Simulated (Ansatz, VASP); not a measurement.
## One calculation of NiO, two programs

```xyz
2
Lattice="0.0000 2.0950 2.1160 2.0950 0.0000 2.1160 2.0950 2.0950 0.0000" Properties=species:S:1:pos:R:3 pbc="T T T"
Ni    0.0000    0.0000    0.0000
O     2.0950    2.0950    2.1160
```

Change from the starting cell: z stretched by +1 %, ions relaxed.

Alike in both runs: functional PBE; k mesh 19 × 19 × 19; occupations fermi-dirac, width 0.05 eV; collinear spin.

Ansatz relaxed the structure, and its values are those at the end. VASP's run is a single point on that final structure, the one shown.

|  | VASP | Ansatz |
| --- | --- | --- |
| version | VASP 6.6.1 | Ansatz 0.2.0 |
| potentials or method | VASP PAW PBE potentials, release 64 (Ni, O) | plane-wave PAW, scalar-relativistic |
| plane-wave cutoff (eV) | 520 | 420 |
| valence electrons in the cell | 16 | 24 |

|  | VASP | Ansatz | Ansatz less VASP |
| --- | --- | --- | --- |
| pressure (GPa) | 0.9 | 1.5 | +0.53 |
| net moment per atom (μB) | 0.87 | 0.89 | +0.018 |
| size of the moment on the site where the two differ most (μB) | 0.26 | 0.29 | +0.022 |

Site moments also hang on the region over which each program counts them. VASP's potentials hold 16 valence electrons a cell and Ansatz's 24, so a difference there can come from the potentials and not from the codes. Ansatz's warnings: stress scf threshold loose.
